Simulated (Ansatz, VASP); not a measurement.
## Two plane-wave programs on C

INCAR

```
PREC = Accurate
ENCUT = 520
EDIFF = 1E-7
ISMEAR = 0
SIGMA = 0.15
LREAL = False
LASPH = True
NELM = 60
ALGO = Normal
ISIF = 2
LWAVE = False
LCHARG = True
GGA = PE
LELF = True
LVHAR = True
NBANDS = 16
```

File KPOINTS:

```
regular mesh
0
Gamma
  18 18 6
```

Contents of POSCAR:

```
C
1.0
    1.2332770792     -2.1360444277      0.0000000000
    1.2332770792      2.1360444277      0.0000000000
    0.0000000000      0.0000000000      8.7070252276
C
4
Direct
    0.1033231037      0.8966768963      0.7306891428
    0.5633426619      0.4366573381      0.2693107509
    0.8966768963      0.1033231037      0.2693108572
    0.4366573381      0.5633426619      0.7306892491
```

Input for Ansatz:

```yaml
crystal:
  lattice:
    - [1.2332770792, -2.1360444277, 0.0]
    - [1.2332770792, 2.1360444277, 0.0]
    - [0.0, 0.0, 8.7070252276]
  atoms:
    - { symbol: C, position: [0.1033231037, 0.8966768963, 0.7306891428] }
    - { symbol: C, position: [0.5633426619, 0.4366573381, 0.2693107509] }
    - { symbol: C, position: [0.8966768963, 0.1033231037, 0.2693108572] }
    - { symbol: C, position: [0.4366573381, 0.5633426619, 0.7306892491] }
basis:
  ecutwfc: 520.0
kpoints:
  mp_grid: { grid: [18, 18, 6] }
hamiltonian:
  xc: pbe
  pseudopotentials: { kind: paw, azcp: { folder: soft_1 } }
scf:
  occupations: { method: gaussian, width: 0.15 }
output:
  forces: true
  stress: true
  eigenvalues: true
```

Change from the starting cell: mode 1 frozen in at -0.085 Å and mode 6 at -0.171 Å (largest displacements).

Alike in both runs: task single point; functional PBE; k mesh 18 × 18 × 6; occupations gaussian, width 0.15 eV; no spin polarisation.

|  | VASP | Ansatz |
| --- | --- | --- |
| version | VASP 6.6.1 | Ansatz 0.2.0 |
| potentials or method | VASP PAW PBE potentials, release 64 (C), cutoff 520 eV | scalar-relativistic, plane waves, PAW |
| valence electrons in the cell | 16 | 16 |

|  | VASP | Ansatz | Ansatz less VASP |
| --- | --- | --- | --- |
| gap on the k mesh at the Fermi level (eV) | 0.05 | 0.05 | 0.000 |
| least direct gap on the mesh (eV) | 0.05 | 0.05 | 0.000 |
| pressure (GPa) | 0.4 | 0.0 | -0.34 |
| traceless stress, the component that is largest in VASP (GPa) | -0.34 | 0.07 | +0.412 |
| rms of the force components (eV/Å) | 0.003 | 0.003 | 0.0000 |

Atom by atom the forces differ by 0.000 eV/Å (rms over components).
